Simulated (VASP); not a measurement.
BaTe:

```
CELL_PARAMETERS angstrom
0.00000 3.47688 3.47688
3.47688 0.00000 3.47688
3.47688 3.47688 0.00000
ATOMIC_POSITIONS crystal
Ba 0.00000 0.00000 0.00000
Te 0.50000 0.50000 0.50000
```

Base run:

```yaml
Program: VASP 6.6.1
Functional: LDA
Potentials_or_basis: VASP PAW LDA potentials, release 64 (Ba_sv, Te)
Cutoff: 520 eV
k_mesh: 7 × 7 × 7
Occupations: fermi-dirac, width 0.05 eV
Spin: no spin polarisation
```

Its results: band gap on the k mesh 1.40 eV, indirect (least direct gap 1.78 eV); pressure -0.8 GPa.

Question: The run is repeated on the same cell with these changes: functional from LDA to PBE; potentials or basis from VASP PAW LDA potentials, release 64 (Ba_sv, Te) to VASP PAW PBE potentials, release 64 (Ba_sv, Te). What comes out?

Answer: Band gap on the k mesh 1.52 eV, indirect (least direct gap 1.91 eV); pressure 1.9 GPa.

Caveats: spin-orbit coupling is left out, which moves the levels of the heavy elements.

A k mesh can miss the band edges.
